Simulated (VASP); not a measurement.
Input of a VASP 6.6.1 run:

Contents of POSCAR:

```
BN
1.0
    2.4676475277      0.0000000000      0.0000000000
   -1.2338237638      2.1370454466      0.0000000000
    0.0000000000      0.0000000000      4.3339772826
B N
2 2
Direct
    0.6666666667      0.3333333333      0.9997995909
    0.3333333333      0.6666666667      0.4997995909
    0.6666666667      0.3333333333      0.6252004091
    0.3333333333      0.6666666667      0.1252004091
```

File INCAR.step1:

```
PREC = Accurate
ENCUT = 520
ISMEAR = 0
SIGMA = 0.05
LREAL = False
LASPH = True
NELM = 100
NBANDS = 16
GGA = PE
ALGO = Normal
EDIFF = 1E-4
LWAVE = True
LCHARG = False
```

The input INCAR.step2:

```
PREC = Accurate
ENCUT = 520
EDIFF = 1E-7
ISMEAR = 0
SIGMA = 0.05
LREAL = False
LASPH = True
NELM = 100
ALGO = Normal
ISIF = 2
LWAVE = False
LCHARG = True
METAGGA = R2SCAN
LMIXTAU = True
LELF = True
LVHAR = True
NBANDS = 16
ISTART = 1
```

The input KPOINTS:

```
Automatic mesh
0
Gamma
  12 12 6
```

Potentials or basis: VASP PAW PBE potentials, release 64 (B, N).

Launch:

```console
$ cat potpaw_PBE.64/B/POTCAR potpaw_PBE.64/N/POTCAR > POTCAR
$ cp INCAR.step1 INCAR
$ mpirun -np 1 vasp_std > vasp.out
$ cp INCAR.step2 INCAR
$ mpirun -np 1 vasp_std > vasp.out
```

Question: What does it give for the pressure?

Answer: 16.0 GPa.

Question: Estimate the largest force.

Answer: 0.040 eV/Å.

Question: What does it give for the band gap on the k mesh?

Answer: 5.43 eV (least direct gap 7.41 eV).

Stress tensor (GPa, compression positive):
```
 37.03   0.00   0.00
  0.00  37.03   0.00
  0.00   0.00 -26.10
```

Caveat: the cell differs from its parent crystal (strain -0.030 along x and y, +0.030 along z); the cell stands under pressure; the PAW data sets were made with another functional, which shifts forces and pressure a little. A k mesh can miss the band edges.
